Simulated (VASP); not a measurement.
A run of VASP 6.6.1:

INCAR

```
SYSTEM = PtS2
PREC = Accurate
ENCUT = 500
EDIFF = 1E-6
ISMEAR = 0
SIGMA = 0.03
LREAL = .FALSE.
LASPH = .TRUE.
NELM = 120
ALGO = Normal
ISIF = 2
LWAVE = .FALSE.
LCHARG = .FALSE.
GGA = PE
IVDW = 12
NBANDS = 18
GGA_COMPAT = .FALSE.
```

File KPOINTS:

```
regular mesh
0
G
  12 12 8
  0 0 0
```

File POSCAR:

```
PtS2
1.0
    3.5832742325      0.0000000000      0.0000000000
   -1.7916371163      3.1032065141      0.0000000000
    0.0000000000      0.0000000000      4.6628322088
Pt S
1 2
Direct
    0.0035773087      0.0000000000      0.0000000000
    0.3032491162      0.6666666667      0.2587415406
    0.6749830829      0.3333333333      0.7412584594
```

Potentials or basis: VASP PAW PBE potentials, release 64 (Pt, S).

The run is started by

```sh
$ cat potpaw_PBE.64/Pt/POTCAR potpaw_PBE.64/S/POTCAR > POTCAR
$ mpirun -np 1 vasp_std > vasp.out
```

Hardware: 1 thread of Oxide Virtual Turin-like Processor, on a shared host.

Q: How long does it take, and how much memory?

A: Wall time 9.5 min on 1 thread of Oxide Virtual Turin-like Processor, with other jobs on the host, peak memory 0.54 GiB. Counts: scf iterations 14, k points 580.
